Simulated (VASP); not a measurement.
Write the native input for VASP 6.6.1 that does the following.

```yaml
Task: single point
Functional: LDA
Potentials_or_basis: VASP PAW LDA potentials, release 64 (As)
Cutoff: 520 eV
k_mesh: 11 × 11 × 6
Occupations: fermi-dirac, width 0.05 eV
Spin: no spin polarisation
Dipole_correction: no
Further_INCAR_settings: ALGO = Normal; EDIFF = 1e-06; NBANDS = 12
```

The structure of As lies in POSCAR:

```
As
1.0
    3.0031658500      0.0000000000      0.0000000000
   -1.5015829250      2.6008179178      0.0000000000
    0.0000000000      0.0000000000      4.8651286769
As
2
Direct
    0.2133333333      0.6066666667      0.1600000000
    0.7866666667      0.3933333333      0.8400000000
```

This cell differs from its parent crystal: shortest bond scaled by 0.64.

These files were run (other wordings do the same):

INCAR

```
ALGO = Normal
EDIFF = 1E-6
ENCUT = 520
ISIF = 2
ISMEAR = -1
LASPH = True
LCHARG = False
LREAL = False
LWAVE = False
NBANDS = 12
NELM = 80
PREC = Accurate
SIGMA = 0.05
```

KPOINTS

```
k-points
0
Gamma
  11 11 6
```

Potentials or basis: VASP PAW LDA potentials, release 64 (As).

Run with:

```bash
$ cat potpaw_LDA.64/As/POTCAR > POTCAR
$ mpirun -np 1 vasp_std > vasp.out
```

Results of the run:

The pressure is 44.8 GPa, the largest force is 13.106 eV/Å and the band gap on the k mesh is zero (band 5 reaches 9.12 eV, above the bottom of band 6 at 5.34 eV).

Caveat: the cell differs from its parent crystal (shortest bond scaled by 0.64); forces of over 1 eV/Å act on the atoms, so gaps and moduli don't describe the material at rest.

It took 29 s on 1 thread of Intel Xeon 6975P-C, on a shared host, peak memory 0.2 GiB.
